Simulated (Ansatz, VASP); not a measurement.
**CdSe in VASP and in Ansatz**

Contents of INCAR:

```
PREC     = Accurate       # precision mode
ENCUT    = 520            # plane-wave cutoff, eV
EDIFF    = 1E-7           # SCF threshold, eV
ISMEAR   = -1             # smearing method
SIGMA    = 0.02           # smearing width, eV
LREAL    = False          # projectors in reciprocal space
LASPH    = True           # aspherical terms in the spheres
NELM     = 100            # most SCF steps
ALGO     = Normal         # electronic algorithm
ISIF     = 2              # what is computed and relaxed
LWAVE    = False          # write WAVECAR
LCHARG   = False          # write CHGCAR
GGA      = PE             # functional
NBANDS   = 16             # bands
```

The input KPOINTS:

```
regular mesh
0
Gamma
  6 6 6
```

Contents of POSCAR:

```
CdSe
1.0
    3.5331017187      0.0000000000      0.0000000000
    0.0000000000      3.5331017187      0.0000000000
    0.0000000000      0.0000000000      3.5331017187
Cd Se
1 1
Direct
    0.0000000000      0.0000000000      0.0000000000
    0.5000000000      0.5000000000      0.5000000000
```

Input for Ansatz:

```yaml
crystal:
  lattice:
    - [3.5331017187, 0.0, 0.0]
    - [0.0, 3.5331017187, 0.0]
    - [0.0, 0.0, 3.5331017187]
  atoms:
    - { symbol: Cd, position: [0.0, 0.0, 0.0] }
    - { symbol: Se, position: [0.5, 0.5, 0.5] }
kpoints:
  mp_grid: { grid: [6, 6, 6] }
hamiltonian:
  xc: pbe
  pseudopotentials: { kind: nc }
scf:
  occupations: { method: fermi_dirac, width: 0.02 }
  n_extra_bands: 4
output:
  forces: true
  stress: true
  eigenvalues: true
```

Alike in both runs: task single point; functional PBE; k mesh 6 × 6 × 6; occupations fermi-dirac, width 0.02 eV; no spin polarisation.

|  | VASP | Ansatz |
| --- | --- | --- |
| version | VASP 6.6.1 | Ansatz 0.2.0 |
| potentials or method | VASP PAW PBE potentials, release 64 (Cd, Se) | plane waves |
| plane-wave cutoff (eV) | 520 | 1170 |
| valence electrons in the cell | 18 | 36 |

Ansatz gave:

| Item | Value |
| --- | --- |
| pressure (GPa) | 1.1 |

Q: What did VASP give for the same quantities?

A: Pressure (GPa): 1.4.

With one functional, cell and mesh, what is left measures potentials, basis and numerics. VASP's potentials hold 18 valence electrons a cell and Ansatz's 36, so a difference there can come from the potentials and not from the codes.
